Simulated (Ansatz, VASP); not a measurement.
**Two plane-wave programs on HfO2**

POSCAR

```
HfO2
1.0
    0.0000000000      2.4935625000      2.4296250000
    2.4935625000      0.0000000000      2.4296250000
    2.4935625000      2.4935625000      0.0000000000
Hf O
1 2
Direct
    0.0000000000      0.0000000000      0.0000000000
    0.2500000000      0.2500000000      0.2500000000
    0.7500000000      0.7500000000      0.7500000000
```

Contents of INCAR.step1:

```
SYSTEM = HfO2
PREC = Accurate ; ENCUT = 520
ISMEAR = 0 ; SIGMA = 0.05
LREAL = .FALSE. ; LASPH = .TRUE.
NELM = 100 ; NBANDS = 18
GGA = PE ; ALGO = Normal
EDIFF = 1E-4 ; LWAVE = .TRUE.
LCHARG = .FALSE.
```

INCAR.step2

```
SYSTEM = HfO2
PREC = Accurate ; ENCUT = 520
EDIFF = 1E-7 ; ISMEAR = 0
SIGMA = 0.05 ; LREAL = .FALSE.
LASPH = .TRUE. ; NELM = 100
ALGO = Normal ; ISIF = 2
LWAVE = .FALSE. ; LCHARG = .FALSE.
METAGGA = R2SCAN ; LMIXTAU = .TRUE.
NBANDS = 18 ; ISTART = 1
```

The input KPOINTS:

```
regular mesh
0
G
  8 8 8
  0 0 0
```

Input for Ansatz:

```yaml
crystal:
  lattice:
    - [0.0, 2.4935625, 2.429625]
    - [2.4935625, 0.0, 2.429625]
    - [2.4935625, 2.4935625, 0.0]
  atoms:
    - { symbol: Hf, position: [0.0, 0.0, 0.0] }
    - { symbol: O, position: [0.25, 0.25, 0.25] }
    - { symbol: O, position: [0.75, 0.75, 0.75] }
basis:
  ecutwfc: 500
kpoints:
  mp_grid: { grid: [8, 8, 8] }
hamiltonian:
  xc: r2scan
scf:
  occupations: { method: gaussian, width: 0.05 }
output:
  forces: true
  stress: true
  eigenvalues: true
```

Change from the starting cell: strain -0.025 along x and y, -0.050 along z, atoms carried along.

Alike in both runs: task single point; functional r2SCAN; k mesh 8 × 8 × 8; occupations gaussian, width 0.05 eV; no spin polarisation.

|  | VASP | Ansatz |
| --- | --- | --- |
| version | VASP 6.6.1 | Ansatz 0.2.0 |
| potentials or method | VASP PAW PBE potentials, release 64 (Hf_pv, O), cutoff 520 eV | scalar-relativistic, plane waves, PAW |
| valence electrons in the cell | 22 | 38 |

```tsv
	VASP	Ansatz	Ansatz less VASP
gap on the k mesh at the Fermi level (eV)	4.23	4.21	-0.018
least direct gap on the mesh (eV)	4.29	4.26	-0.027
pressure (GPa)	16.8	21.5	+4.64
traceless stress, the component that is largest in VASP (GPa)	9.46	9.28	-0.178
```

VASP's potentials were made for PBE, not for r2SCAN. One of these differences is far larger than is usual between the two programs; its cause wasn't traced. VASP's potentials hold 22 valence electrons a cell and Ansatz's 38, so a difference there can come from the potentials and not from the codes.

Spin-orbit coupling is off throughout.
